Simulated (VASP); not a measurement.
YCl, 4 atoms in the cell. It takes space group R-3m (No. 166, trigonal). Conventional cell: a = 3.730 Å, b = 3.730 Å, c = 27.363 Å, α = 90.00°, β = 90.00°, γ = 120.00°. Within 3.8 Å of Cl (site symmetry 3m) lie 3 Y at 2.73 Å and 9 Cl at 3.70 to 3.73 Å. Within 3.8 Å of Y (site symmetry 3m) lie 3 Cl at 2.73 Å and 9 Y at 3.49 to 3.73 Å. 

```yaml
Program: VASP 6.6.1
Task: relaxation of cell and atoms
Functional: PBEsol
Potentials_or_basis: VASP PAW PBE potentials, release 64 (Cl, Y_sv)
Cutoff: 600 eV
k_mesh: 7 × 7 × 7
Occupations: fermi-dirac, width 0.1 eV
Spin: no spin polarisation
Dipole_correction: no
Further_INCAR_settings: ALGO = Normal; EDIFF = 1e-07; IBRION = 2; EDIFFG = -0.01; NSW = 100; ISIF = 3
```

Potentials or basis: VASP PAW PBE potentials, release 64 (Cl, Y_sv).

Command:

```sh
$ cat potpaw_PBE.64/Cl/POTCAR potpaw_PBE.64/Y_sv/POTCAR > POTCAR
$ mpirun -np 1 vasp_std > vasp.out
```

Hardware: 1 thread of Intel Xeon 8259CL, on a shared host.

Q: Estimate the wall time of this run.

A: Wall time 54 min on 1 thread of Intel Xeon 8259CL, on a shared host, peak memory 0.37 GiB. Counts: scf iterations 202, k points 44, ion steps 23.
